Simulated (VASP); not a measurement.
A run of VASP 6.6.1 is set up as follows.

INCAR

```
PREC = Accurate
ENCUT = 520
EDIFF = 1E-8
ISMEAR = -1
SIGMA = 0.08
LREAL = False
LASPH = True
NELM = 80
ALGO = Normal
ISIF = 2
LWAVE = False
LCHARG = False
LEFG = True
NBANDS = 18
```

File KPOINTS:

```
regular mesh
0
Gamma
  10 10 10
```

The input POSCAR:

```
BiTe
1.0
    0.0000000000      3.2997000000      3.2350000000
    3.2997000000      0.0000000000      3.2350000000
    3.2997000000      3.2997000000      0.0000000000
Bi Te
1 1
Direct
    0.0000000000      0.0000000000      0.0000000000
    0.5000000000      0.5000000000      0.5000000000
```

Potentials or basis: VASP PAW LDA potentials, release 64 (Bi_d, Te).

Command:

```bash
$ cat potpaw_LDA.64/Bi_d/POTCAR potpaw_LDA.64/Te/POTCAR > POTCAR
$ mpirun -np 1 vasp_std > vasp.out
```

Problem. Estimate the pressure.

Solution. -4.3 GPa.

Electric field gradients, principal values (V/Å²):
```
atom    least   middle  greatest (by size)
1 Bi  -16.321  -16.323              32.644
2 Te   -3.459   -3.460               6.919
```

Caveat: the cell differs from its parent crystal (equal xx and yy strain of +2 %); without QUAD_EFG the Cq values of the log hold for a quadrupole moment of 1 mb, not for the nuclei.
